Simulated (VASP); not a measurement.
A run of VASP 6.6.1 is set up as follows.

POSCAR

```
Ir
1.0
    0.0000000000      1.9426706982      1.9426706982
    1.9426706982      0.0000000000      1.9426706982
    1.9426706982      1.9426706982      0.0000000000
Ir
1
Direct
    0.0000000000      0.0000000000      0.0000000000
```

The input INCAR.step1:

```
SYSTEM = Ir
PREC = Accurate
ENCUT = 520
ISMEAR = -1
SIGMA = 0.1
LREAL = .False.
LASPH = .True.
NELM = 100
NBANDS = 10
GGA = PE
ALGO = Normal
EDIFF = 1E-4
LWAVE = .True.
LCHARG = .False.
```

Contents of INCAR.step2:

```
SYSTEM = Ir
PREC = Accurate
ENCUT = 520
EDIFF = 1E-7
ISMEAR = -1
SIGMA = 0.1
LREAL = .False.
LASPH = .True.
NELM = 100
ALGO = Normal
ISIF = 2
LWAVE = .False.
LCHARG = .False.
METAGGA = R2SCAN
LMIXTAU = .True.
NBANDS = 10
ISTART = 1
```

Contents of KPOINTS:

```
Automatic mesh
0
Gamma
  15 15 15
  0 0 0
```

Potentials or basis: VASP PAW PBE potentials, release 64 (Ir).

Command:

```console
$ cat potpaw_PBE.64/Ir/POTCAR > POTCAR
$ cp INCAR.step1 INCAR
$ mpirun -np 1 vasp_std > vasp.out
$ cp INCAR.step2 INCAR
$ mpirun -np 1 vasp_std > vasp.out
```

Problem. What does it give for the pressure?

Solution. -8.9 GPa.

Caveat: the PAW data sets were made with another functional, which shifts forces and pressure a little.
